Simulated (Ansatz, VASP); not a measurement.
Br: VASP beside Ansatz

```
Br
1.0
     0.00000    2.58376    2.58376
     2.58376    0.00000    2.58376
     2.58376    2.58376    0.00000
Br
2
Cartesian
  -0.6459 -0.6459 -0.6459
  0.6459 0.6459 0.6459
```

Change from the starting cell: volume scaled by 0.4, LAPW.

Alike in both runs: task single point; functional PBE; k mesh 11 × 11 × 11; occupations fermi-dirac, width 0.08 eV; no spin polarisation.

|  | VASP | Ansatz |
| --- | --- | --- |
| version | VASP 6.6.1 | Ansatz 0.2.0 |
| potentials or method | VASP PAW PBE potentials, release 64 (Br), cutoff 520 eV | all-electron LAPW, scalar-relativistic |

Ansatz gave:

* pressure (GPa): 101.6

Problem. Which values does VASP return?

Solution. Pressure (GPa): 101.9.

Both programs put the cell under a high pressure, so it lies far from rest at this level. Ansatz ran all-electron here, and VASP with PAW potentials.

Noted on VASP's run: the cell as given lies far from equilibrium.
